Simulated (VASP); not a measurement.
# Zn (P-1) in VASP: notebook

The runs below take Zn through single point, with PBE, PBEsol.

Everything below comes from runs of VASP 6.6.1. Logs are shortened: lines on timing, memory, paths and dates and some standing lists are left out, and cuts for length are marked.

## 1. The cell of the first run

The typed cell holds 1 atom: a = 2.665 Å, b = 2.733 Å, c = 2.823 Å, α = 113.36°, β = 107.16°, γ = 109.60°.

## 2. Single point, PBE (the cell strained at random)

INCAR reads:

```
SYSTEM = Zn
  PREC = Accurate
  ENCUT = 520
  EDIFF = 1E-7
  ISMEAR = -1
  SIGMA = 0.05
  LREAL = .False.
  LASPH = .True.
  NELM = 60
  ALGO = Fast
  ISIF = 2
  LWAVE = .False.
  LCHARG = .False.
  GGA = PE
  NBANDS = 12
```

KPOINTS reads:

```
Automatic mesh
0
Gamma
  12 12 12
  0 0 0
```

POSCAR reads:

```
Zn
1.0
   -1.5271390000      1.5617310000      1.5269050000
    1.4864710000     -1.6587790000      1.5832850000
    1.5658470000      1.6974880000     -1.6239530000
Zn
1
Direct
    0.0197600000     -0.0046890000      0.0109340000
```

Potentials or basis: VASP PAW PBE potentials, release 64 (Zn).

The run is started by

```
$ cat potpaw_PBE.64/Zn/POTCAR > POTCAR
$ mpirun -np 1 vasp_std > vasp.out
```

OUTCAR:

```text
SYSTEM = Zn
   PREC = Accurate
   ENCUT = 520
   EDIFF = 1E-7
   ISMEAR = -1
   LREAL = .False.
   LASPH = .True.
   NELM = 60
   ISIF = 2
   GGA = PE

 ion  position               nearest neighbor table
   1  0.020  0.995  0.011-

  LATTYP: Found a triclinic cell.
 ALAT       =     7.5087955007
 B/A-ratio  =     0.3549263830
 C/A-ratio  =     0.5727454397
 COS(alpha) =     0.0003009652
 COS(beta)  =     0.2809417661
 COS(gamma) =     0.9428670651

  Lattice vectors:

 A1 = (  -6.1065960000,   3.0847530000,   3.0944780000)
 A2 = (  -1.5271390000,   1.5617310000,   1.5269050000)
 A3 = (  -3.0116500000,   0.0583390000,  -3.0695220000)

Analysis of symmetry for initial positions (statically):
=====================================================================
 Subroutine PRICEL returns:
 Original cell was already a primitive cell.

 Routine SETGRP: Setting up the symmetry group for a
 triclinic supercell.

 Subroutine GETGRP returns: Found  2 space group operations
 (whereof  1 operations were pure point group operations)
 out of a pool of  2 trial point group operations.

The static configuration has the point symmetry C_1 .
 The point group associated with its full space group is S_2 .

Analysis of symmetry for dynamics (positions and initial velocities):
=====================================================================
 Subroutine PRICEL returns:
 Original cell was already a primitive cell.

 Routine SETGRP: Setting up the symmetry group for a
 triclinic supercell.

 Subroutine GETGRP returns: Found  2 space group operations
 (whereof  1 operations were pure point group operations)
 out of a pool of  2 trial point group operations.

The dynamic configuration has the point symmetry C_1 .
 The point group associated with its full space group is S_2 .

 Subroutine INISYM returns: Found  2 space group operations
 (whereof  1 operations are pure point group operations),
 and found     1 'primitive' translations

----------------------------------------------------------------------------------------

                                     Primitive cell

  volume of cell :      15.4511

  direct lattice vectors                    reciprocal lattice vectors
    -1.527139000  1.561731000  1.526905000     0.000399444  0.316685462  0.331410600
     1.486471000 -1.658779000  1.583285000     0.331890815  0.005766729  0.326043420
     1.565847000  1.697488000 -1.623953000     0.323954980  0.303382543  0.013702465

  length of vectors
     2.665069628  2.732752311  2.823219029     0.458391566  0.465283871  0.444044540

  position of ions in fractional coordinates (direct lattice)
     0.019760000  0.995311000  0.010934000

  ion indices of the primitive-cell ions
   primitive index   ion index
                 1           1

----------------------------------------------------------------------------------------

 KPOINTS: Automatic mesh

Automatic generation of k-mesh.
 Grid dimensions read from file:
 generate k-points for:   12   12   12

 Generating k-lattice:

  Cartesian coordinates                     Fractional coordinates (reciprocal lattice)
     0.000033287  0.026390455  0.027617550     0.083333333  0.000000000 -0.000000000
     0.027657568  0.000480561  0.027170285    -0.000000000  0.083333333  0.000000000
     0.026996248  0.025281879  0.001141872    -0.000000000  0.000000000  0.083333333

  Length of vectors
     0.038199297  0.038773656  0.037003712

  Shift w.r.t. Gamma in fractional coordinates (k-lattice)
     0.000000000  0.000000000  0.000000000

 Subroutine IBZKPT returns following result:
 ===========================================

 Found    868 irreducible k-points:

 Following reciprocal coordinates:
            Coordinates               Weight
  0.000000  0.000000  0.000000      1.000000
  0.083333  0.000000  0.000000      2.000000
  0.166667  0.000000 -0.000000      2.000000
  0.250000  0.000000 -0.000000      2.000000
  0.333333  0.000000 -0.000000      2.000000
  0.416667  0.000000  0.000000      2.000000
[... 16 lines left out ...]
  0.250000  0.166667 -0.000000      2.000000
  0.333333  0.166667 -0.000000      2.000000
 [... further k-points ...]
   k-points           NKPTS =    868   k-points in BZ     NKDIM =    868   number of bands    NBANDS=     12
   number of dos      NEDOS =    301   number of ions     NIONS =      1
   total plane-waves  NPLWV =   9600
   dimension x,y,z NGX =    20 NGY =   20 NGZ =   24
   dimension x,y,z NGXF=    40 NGYF=   40 NGZF=   48
   ions per type =               1
   NGX,Y,Z   is equivalent  to a cutoff of  12.48, 12.17, 14.13 a.u.
   NGXF,Y,Z  is equivalent  to a cutoff of  24.95, 24.33, 28.26 a.u.
 SYSTEM =  Zn
   PREC   = accura    normal or accurate (medium, high low for compatibility)
   ISTART =      0    job   : 0-new  1-cont  2-samecut
   ICHARG =      2    charge: 1-file 2-atom 10-const
   ISPIN  =      1    spin polarized calculation?
   LNONCOLLINEAR =      F non collinear calculations
   LSORBIT =      F    spin-orbit coupling
   LASPH  =      T    aspherical Exc in radial PAW
   ENCUT  =  520.0 eV  38.22 Ry    6.18 a.u.   4.96  5.08  5.25*2*pi/ulx,y,z
   NELM   =     60;   NELMIN=  2; NELMDL= -5     # of ELM steps
   EDIFF  = 0.1E-06   stopping-criterion for ELM
   LREAL  =      F    real-space projection
   EDIFFG = 0.1E-05   stopping-criterion for IOM
   NSW    =      0    number of steps for IOM
   IBRION =     -1    ionic relax: 0-MD 1-quasi-New 2-CG
   NFREE  =      0    steps in history (QN), initial steepest desc. (CG)
   ISIF   =      2    stress and relaxation
   ISYM   =      2    0-nonsym 1-usesym 2-fastsym
   POTIM  = 0.5000    time-step for ionic-motion
   TEBEG  =    0.0;   TEEND  =   0.0 temperature during run
   PSTRESS=    0.0 pullay stress
   NELECT =      12.0000    total number of electrons
   NUPDOWN=      -1.0000    fix difference up-down
   EMIN   =  10.00;   EMAX   =-10.00  energy-range for DOS
   EFERMI =   0.00;   METHOD = LEGACY
   ISMEAR =    -1;   SIGMA  =   0.05  broadening in eV -4-tet -1-fermi 0-gaus
   EFERMI_NEDOS =   21; number of points for ismear=-14 and -15
   IALGO  =     68    algorithm
   IMIX   =      4    mixing-type and parameters
     AMIX     =   0.40;   BMIX     =  1.00
     AMIX_MAG =   1.60;   BMIX_MAG =  1.00
  volume/ion in A,a.u.               =      15.45       104.27
  Fermi-wavevector in a.u.,A,eV,Ry     =   1.504811  2.843681 30.809808  2.264457
  Thomas-Fermi vector in A             =   2.615742
   LORBIT       =      0    0 simple, 1 ext, 2 COOP (PROOUT), +10 PAW based schemes
   GGA     = PE    functional components
   LHFCALC =     F    Hartree Fock is set to
   AEXX    =    0.0000 exact exchange contribution
   IVDW    =     0    specifies the selected vdW correction
   LEPSILON=     F    determine dielectric tensor
   LRPA    =     F    only Hartree local field effects (RPA)
 non-spin polarized calculation
 RMM-DIIS sequential band-by-band and
  energy-cutoff  :      520.00
  volume of cell :       15.45
 maximum number of plane-waves:       428
   NGX =  9   NGY = 11   NGZ = 11

 number of electron      12.0000001 magnetization

 Free energy of the ion-electron system (eV)
  ---------------------------------------------------
  ext. energy  EPLUGINS =         0.00000000
  ---------------------------------------------------
  free energy    TOTEN  =        -1.02545699 eV

  energy without entropy =       -1.02270653  energy(sigma->0) =       -1.02408176

 E-fermi :   3.1433     XC(G=0): -11.4803

 val. band max:        3.1015947494   @ k =  -0.4167  -0.3333   0.2500
 cond. band min:       3.1461675428   @ k =   0.0833   0.3333   0.3333
 fundamental gap:      0.0445727934
 Fermi energy:         3.1432825456

 k-point     1 :       0.0000    0.0000    0.0000
  band No.  band energies     occupation
      1      -7.2519      2.00000
      2      -4.7670      2.00000
      3      -4.7386      2.00000
      4      -4.5325      2.00000
      5      -4.2183      2.00000
      6      -4.1368      2.00000
      7      20.0609      0.00000
      8      21.8181      0.00000
      9      22.6330      0.00000
     10      23.3790      0.00000
     11      23.9843      0.00000
     12      24.3650      0.00000

 k-point     2 :       0.0833    0.0000    0.0000
  band No.  band energies     occupation
      1      -7.0234      2.00000
      2      -4.7426      2.00000
      3      -4.6948      2.00000
      4      -4.5503      2.00000
      5      -4.2438      2.00000
      6      -4.1471      2.00000
      7      19.9526      0.00000
      8      20.1740      0.00000
      9      20.7046      0.00000
     10      22.0867      0.00000
     11      22.7065      0.00000
     12      23.5852      0.00000

 k-point     3 :       0.1667    0.0000   -0.0000
  band No.  band energies     occupation
      1      -6.3661      2.00000
      2      -4.7018      2.00000
      3      -4.6099      2.00000
      4      -4.5242      2.00000
      5      -4.2996      2.00000
      6      -4.1686      2.00000
      7      15.8494      0.00000
      8      18.3777      0.00000
      9      19.8505      0.00000
     10      20.8554      0.00000
     11      21.8997      0.00000
     12      22.2674      0.00000
[... 286 lines left out ...]
 k-point    23 :       0.2500    0.1667   -0.0000
  band No.  band energies     occupation
      1      -5.0227      2.00000
      2      -4.7751      2.00000
      3      -4.4640      2.00000
      4      -4.3431      2.00000
      5      -4.1199      2.00000
      6      -2.2047      2.00000
      7       8.4395      0.00000
      8      11.4934      0.00000
      9      14.2137      0.00000
     10      20.6092      0.00000
     11      21.7967      0.00000
     12      27.2733      0.00000

 k-point    24 :       0.3333    0.1667   -0.0000
  band No.  band energies     occupation
      1      -5.0806      2.00000
      2      -4.8132      2.00000
      3      -4.3819      2.00000
      4      -4.2756      2.00000
      5      -4.0481      2.00000
      6      -0.2058      2.00000
      7       5.1481      0.00000
      8      10.6655      0.00000
      9      13.7020      0.00000
     10      20.9917      0.00000
     11      22.4336      0.00000
     12      26.9649      0.00000

 [... further k-points ...]
[... 5 lines left out ...]
  --------------------------------------------------------------------------------------
  -------------------------------------------------------------------------------------
  Total       -0.0869613      0.0858776      0.0702381      0.0513825     -0.1138299      0.0244263
  in kB       -9.0173085      8.9049388      7.2832254      5.3280241    -11.8034034      2.5328429
  external PRESSURE =       2.3902852 kB  Pullay stress =       0.0000000 kB

 VOLUME and BASIS-vectors are now :
 -----------------------------------------------------------------------------
  energy-cutoff  :      520.00
  volume of cell :       15.45
      direct lattice vectors                 reciprocal lattice vectors
    -1.527139000  1.561731000  1.526905000     0.000399444  0.316685462  0.331410600
     1.486471000 -1.658779000  1.583285000     0.331890815  0.005766729  0.326043420
     1.565847000  1.697488000 -1.623953000     0.323954980  0.303382543  0.013702465

 POSITION                                       TOTAL-FORCE (eV/Angst)
 -----------------------------------------------------------------------------------
      1.46645     -1.60158      1.58828         0.000000      0.000000     -0.000000
 -----------------------------------------------------------------------------------
    total drift:                               -0.000004     -0.000002      0.000141

  FREE ENERGIE OF THE ION-ELECTRON SYSTEM (eV)
  ---------------------------------------------------
  free  energy   TOTEN  =        -1.0254569946 eV

  energy  without entropy=       -1.0227065349  energy(sigma->0) =       -1.02408176
```

Run time: 3.9 min. Hardware: 1 thread of AMD EPYC 7R43 (Zen 3), shared host; peak memory 0.22 GiB.

What came out:

```
Free energy            : -1.0255 eV
Pressure               : 0.2 GPa
Band gap on the k mesh : zero (band 6 reaches 6.28 eV, above the bottom of band 7 at 1.22 eV)
```

Stress tensor (GPa, compression positive):
```
-0.90  0.53  0.25
 0.53  0.89 -1.18
 0.25 -1.18  0.73
```

Caveat: the cell differs from its parent crystal (the cell strained at random).

(Part 1 of 2 ends here.)
